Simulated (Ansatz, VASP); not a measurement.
## Two plane-wave programs on WS2

INCAR

```
PREC = Accurate
ENCUT = 520
EDIFF = 1E-6
ISMEAR = -5
SIGMA = 0.1
LREAL = False
LASPH = True
NELM = 80
ALGO = Normal
ISIF = 2
LWAVE = False
LCHARG = True
GGA = PE
LELF = True
LVHAR = True
NBANDS = 20
```

Contents of KPOINTS:

```
Automatic mesh
0
Gamma
  6 6 4
```

POSCAR

```
WS2
1.0
    3.2287644061      0.0000000000      0.0000000000
   -1.6143822031      2.7961919985      0.0000000000
    0.0000000000      0.0000000000      5.9936451124
W S
1 2
Direct
    0.0000000000      0.0000000000      0.0000000000
    0.3333333333      0.6666666667      0.2566832689
    0.6666666667      0.3333333333      0.7433167311
```

Input for Ansatz:

```yaml
crystal:
  lattice:
    - [3.2287644061, 0.0, 0.0]
    - [-1.6143822031, 2.7961919985, 0.0]
    - [0.0, 0.0, 5.9936451124]
  atoms:
    - { symbol: W, position: [0.0, 0.0, 0.0] }
    - { symbol: S, position: [0.3333333333, 0.6666666667, 0.2566832689] }
    - { symbol: S, position: [0.6666666667, 0.3333333333, 0.7433167311] }
kpoints:
  mp_grid: { grid: [6, 6, 4] }
hamiltonian:
  xc: pbe
scf:
  occupations: { method: tetrahedron }
  n_extra_bands: 4
output:
  forces: true
  stress: true
  eigenvalues: true
```

Alike in both runs: task single point; functional PBE; k mesh 6 × 6 × 4; occupations tetrahedron; no spin polarisation.

|  | VASP | Ansatz |
| --- | --- | --- |
| version | VASP 6.6.1 | Ansatz 0.2.0 |
| potentials or method | VASP PAW PBE potentials, release 64 (W_sv, S) | plane waves |
| plane-wave cutoff (eV) | 520 | 420 |
| valence electrons in the cell | 26 | 26 |

|  | VASP | Ansatz | Ansatz less VASP |
| --- | --- | --- | --- |
| pressure (GPa) | 3.0 | 3.1 | +0.04 |
| traceless stress, the component that is largest in VASP (GPa) | 1.62 | 1.71 | +0.097 |
| rms of the force components (eV/Å) | 0.116 | 0.123 | +0.0069 |

Atom by atom the forces differ by 0.007 eV/Å (rms over components). Ansatz's warnings: band table not solved further, tetrahedron derivatives may miss energy slope.

The k mesh is coarse, so the values compare programs but aren't converged. Spin-orbit coupling is off throughout.
